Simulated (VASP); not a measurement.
# HfH3 (R-3c) in VASP: single point with PBEsol

Aim: the single point of HfH3 with PBEsol.

Everything below comes from runs of VASP 6.6.1. Logs are shortened: lines on timing, memory, paths and dates and some standing lists are left out, and cuts for length are marked.

## (1) The cell of the first run

It takes space group R-3c (No. 167, trigonal). Conventional cell: a = 4.722 Å, b = 4.722 Å, c = 12.548 Å, α = 90.00°, β = 90.00°, γ = 120.00°. Within 2.4 Å of Hf (site symmetry -3) lie 6 H at 1.82 Å. Within 2.4 Å of H (site symmetry 2) lie 2 Hf at 1.82 Å.

## (2) Single point, PBEsol

Input file POSCAR:

```
HfH3
1.0
    2.3609180000      4.0892270000      0.0000000000
   -2.3609180000      4.0892270000      0.0000000000
    0.0000000000     -2.7261510000      4.1825040000
Hf H
2 6
Direct
    0.0000000000      0.0000000000      0.0000000000
    0.5000000000      0.5000000000      0.5000000000
    0.8780000000      0.6220000000      0.7500000000
    0.2500000000      0.8780000000      0.7500000000
    0.6220000000      0.2500000000      0.7500000000
    0.1220000000      0.3780000000      0.2500000000
    0.7500000000      0.1220000000      0.2500000000
    0.3780000000      0.7500000000      0.2500000000
```

Input file INCAR.step1:

```
PREC = Accurate
ENCUT = 520
EDIFF = 1E-7
ISMEAR = 0
SIGMA = 0.0868
LREAL = False
LASPH = True
NELM = 60
ALGO = Normal
ISIF = 2
LWAVE = False
LCHARG = True
LMAXMIX = 4
GGA = PS
NBANDS = 23
```

Input file KPOINTS.step1:

```
regular mesh
0
Gamma
  8 8 8
```

Input file INCAR.step2:

```
PREC = Accurate
ENCUT = 520
EDIFF = 1E-7
ISMEAR = -5
SIGMA = 0.0868
LREAL = False
LASPH = True
NELM = 60
ALGO = Normal
ISIF = 2
LWAVE = False
LCHARG = False
LMAXMIX = 4
GGA = PS
LORBIT = 11
NBANDS = 23
NEDOS = 1001
ICHARG = 11
```

Input file KPOINTS.step2:

```
regular mesh
0
Gamma
  12 12 12
```

Potentials or basis: VASP PAW PBE potentials, release 64 (Hf_pv, H).

Command:

```sh
> cat potpaw_PBE.64/Hf_pv/POTCAR potpaw_PBE.64/H/POTCAR > POTCAR
> cp INCAR.step1 INCAR
> cp KPOINTS.step1 KPOINTS
> mpirun -np 1 vasp_std > vasp.out
> cp INCAR.step2 INCAR
> cp KPOINTS.step2 KPOINTS
> mpirun -np 1 vasp_std > vasp.out
```

OUTCAR:

```text
PREC = Accurate
   ENCUT = 520
   EDIFF = 1E-7
   ISMEAR = -5
   LREAL = False
   LASPH = True
   NELM = 60
   ISIF = 2
   GGA = PS
   LORBIT = 11
   ICHARG = 11

 ion  position               nearest neighbor table
   1  0.000  0.000  0.000-   3 1.82   6 1.82   4 1.82   7 1.82   5 1.82   8 1.82   2 3.44   2 3.44
                             2 3.44   2 3.44   2 3.44   2 3.44
   2  0.500  0.500  0.500-   3 1.82   6 1.82   5 1.82   8 1.82   7 1.82   4 1.82   1 3.44   1 3.44
                             1 3.44   1 3.44   1 3.44   1 3.44
   3  0.878  0.622  0.750-   1 1.82   2 1.82
   4  0.250  0.878  0.750-   1 1.82   2 1.82
   5  0.622  0.250  0.750-   2 1.82   1 1.82
   6  0.122  0.378  0.250-   1 1.82   2 1.82
   7  0.750  0.122  0.250-   1 1.82   2 1.82
   8  0.378  0.750  0.250-   2 1.82   1 1.82

  LATTYP: Found a trigonal (rhomboedric) cell.
 ALAT       =     4.9925193735
 COS(alpha) =     0.5527480069

  Lattice vectors:

 A1 = (   2.3609180000,   1.3630760000,   4.1825040000)
 A2 = (  -2.3609180000,   1.3630760000,   4.1825040000)
 A3 = (   0.0000000000,  -2.7261510000,   4.1825040000)

Analysis of symmetry for initial positions (statically):
=====================================================================
 Subroutine PRICEL returns:
 Original cell was already a primitive cell.

 Routine SETGRP: Setting up the symmetry group for a
 trigonal (rhombohedral) supercell.

 Subroutine GETGRP returns: Found 12 space group operations
 (whereof  6 operations were pure point group operations)
 out of a pool of 12 trial point group operations.

The static configuration has the point symmetry S_6 .
 The point group associated with its full space group is D_3d.

Analysis of symmetry for dynamics (positions and initial velocities):
=====================================================================
 Subroutine PRICEL returns:
 Original cell was already a primitive cell.

 Routine SETGRP: Setting up the symmetry group for a
 trigonal (rhombohedral) supercell.

 Subroutine GETGRP returns: Found 12 space group operations
 (whereof  6 operations were pure point group operations)
 out of a pool of 12 trial point group operations.

The dynamic configuration has the point symmetry S_6 .
 The point group associated with its full space group is D_3d.

 Subroutine INISYM returns: Found 12 space group operations
[... 120 lines left out ...]
   TEBEG  =    0.0;   TEEND  =   0.0 temperature during run
   PSTRESS=    0.0 pullay stress
   NELECT =      26.0000    total number of electrons
   NUPDOWN=      -1.0000    fix difference up-down
   EMIN   =  10.00;   EMAX   =-10.00  energy-range for DOS
   EFERMI =   0.00;   METHOD = LEGACY
   ISMEAR =    -5;   SIGMA  =   0.09  broadening in eV -4-tet -1-fermi 0-gaus
   EFERMI_NEDOS =   21; number of points for ismear=-14 and -15
   IALGO  =     38    algorithm
   IMIX   =      4    mixing-type and parameters
     AMIX     =   0.40;   BMIX     =  1.00
     AMIX_MAG =   1.60;   BMIX_MAG =  1.00
  volume/ion in A,a.u.               =      10.09        68.12
  Fermi-wavevector in a.u.,A,eV,Ry     =   1.122027  2.120323 17.128966  1.258943
  Thomas-Fermi vector in A             =   2.258684
   LORBIT       =     11    0 simple, 1 ext, 2 COOP (PROOUT), +10 PAW based schemes
   GGA     = PS    functional components
   LHFCALC =     F    Hartree Fock is set to
   AEXX    =    0.0000 exact exchange contribution
   IVDW    =     0    specifies the selected vdW correction
   LEPSILON=     F    determine dielectric tensor
   LRPA    =     F    only Hartree local field effects (RPA)
 non-spin polarized calculation
 Fermi weights with tetrahedron method with Bloechl corrections
  energy-cutoff  :      520.00
  volume of cell :       80.76
 maximum number of plane-waves:      2199

 number of electron      25.9999997 magnetization

 Free energy of the ion-electron system (eV)
  ---------------------------------------------------
  ext. energy  EPLUGINS =         0.00000000
  ---------------------------------------------------
  free energy    TOTEN  =       -39.61969108 eV

  energy without entropy =      -39.61969108  energy(sigma->0) =      -39.61969108

 E-fermi :   1.9369     XC(G=0):  -9.7150

 val. band max:        2.0480701342   @ k =   0.3333   0.1667   0.3333
 cond. band min:       1.8930217048   @ k =   0.2500  -0.0000   0.0833
 fundamental gap:     -0.1550484294
 Fermi energy:         1.9369009791

 k-point     1 :       0.0000    0.0000    0.0000
  band No.  band energies     occupation
      1     -29.1114      2.00000
      2     -29.1007      2.00000
      3     -29.1007      2.00000
      4     -28.8957      2.00000
      5     -28.8957      2.00000
      6     -28.8558      2.00000
[... 613 lines left out ...]
     22       9.3538      0.00000
     23      10.4250      0.00000

 [... further k-points ...]
[... 5 lines left out ...]
  --------------------------------------------------------------------------------------
  -------------------------------------------------------------------------------------
  Total        6.2336433      6.2336344      7.1910737      0.0000000      0.0000006     -0.0000000
  in kB      123.6699109    123.6697338    142.6644729      0.0000000      0.0000114     -0.0000000
  external PRESSURE =     130.0013725 kB  Pullay stress =       0.0000000 kB

 VOLUME and BASIS-vectors are now :
 -----------------------------------------------------------------------------
  energy-cutoff  :      520.00
  volume of cell :       80.76
      direct lattice vectors                 reciprocal lattice vectors
     2.360918000  4.089227000  0.000000000     0.211782027  0.122272498  0.079697065
    -2.360918000  4.089227000  0.000000000    -0.211782027  0.122272498  0.079697065
     0.000000000 -2.726151000  4.182504000     0.000000000  0.000000000  0.239091224

 POSITION                                       TOTAL-FORCE (eV/Angst)
 -----------------------------------------------------------------------------------
      0.00000      0.00000      0.00000         0.000000     -0.000000      0.000000
      0.00000      2.72615      2.09125         0.000000      0.000000      0.000000
      0.60440      4.08923      3.13688         0.751074     -0.000000      0.000000
     -1.48266      2.56803      3.13688        -0.375537      0.650449     -0.000000
      0.87826      1.52119      3.13688        -0.375537     -0.650449      0.000000
     -0.60440      1.36308      1.04563        -0.751074      0.000000     -0.000000
      1.48266      2.88427      1.04563         0.375537     -0.650449      0.000000
     -0.87826      3.93111      1.04563         0.375537      0.650449      0.000000
 -----------------------------------------------------------------------------------
    total drift:                               -0.000000      0.000000      0.000000

  FREE ENERGIE OF THE ION-ELECTRON SYSTEM (eV)
  ---------------------------------------------------
  free  energy   TOTEN  =       -39.6196910765 eV

  energy  without entropy=      -39.6196910765  energy(sigma->0) =      -39.61969108

 total charge

# of ion       s       p       d       tot
------------------------------------------
    1        0.359   6.653   1.579   8.591
    2        0.359   6.653   1.579   8.591
    3        0.609   0.012   0.000   0.621
    4        0.609   0.012   0.000   0.621
    5        0.609   0.012   0.000   0.621
    6        0.609   0.012   0.000   0.621
    7        0.609   0.012   0.000   0.621
    8        0.609   0.012   0.000   0.621
--------------------------------------------------
tot          4.374  13.375   3.158  20.907
```

OSZICAR.step1:

```text
N       E                     dE             d eps       ncg     rms          rms(c)
DAV:   1     0.722278033205E+02    0.72228E+02   -0.13273E+04  3006   0.102E+03
DAV:   2    -0.385995668803E+02   -0.11083E+03   -0.10649E+03  3741   0.245E+02
DAV:   3    -0.431116492326E+02   -0.45121E+01   -0.44755E+01  3852   0.365E+01
DAV:   4    -0.431612887212E+02   -0.49639E-01   -0.49616E-01  3531   0.453E+00
DAV:   5    -0.431620241372E+02   -0.73542E-03   -0.73539E-03  3930   0.501E-01    0.899E+01
DAV:   6    -0.403918721226E+02    0.27702E+01   -0.27479E+00  3459   0.804E+00    0.567E+01
DAV:   7    -0.397841297904E+02    0.60774E+00   -0.46677E+00  3522   0.101E+01    0.682E+00
DAV:   8    -0.396393631718E+02    0.14477E+00   -0.87756E-01  3354   0.474E+00    0.124E+00
DAV:   9    -0.396317893378E+02    0.75738E-02   -0.37390E-02  3557   0.115E+00    0.964E-01
DAV:  10    -0.396314672552E+02    0.32208E-03   -0.43232E-03  3622   0.343E-01    0.100E+00
DAV:  11    -0.396314340814E+02    0.33174E-04   -0.27161E-04  3697   0.964E-02    0.124E-01
DAV:  12    -0.396314351240E+02   -0.10426E-05   -0.15165E-05  3714   0.206E-02    0.491E-02
DAV:  13    -0.396314354981E+02   -0.37408E-06   -0.15856E-06  3728   0.731E-03    0.564E-03
DAV:  14    -0.396314354940E+02    0.41489E-08   -0.69101E-08  2364   0.163E-03
   1 F= -.39631435E+02 E0= -.39629440E+02  d E =-.399094E-02
```

It took 4.4 min on 1 thread of Intel Xeon Platinum 8488C (Sapphire Rapids), shared host; peak memory 0.42 GiB.

Results:

| Item | Value |
| --- | --- |
| Valence electrons inside the program's atomic spheres | Hf 8.59; H 0.62 |

Caveat: the PAW data sets were made with another functional, which shifts forces and pressure a little; spin-orbit coupling is left out, which moves the levels of the heavy elements; tetrahedron occupations give inexact forces and stress in metals.
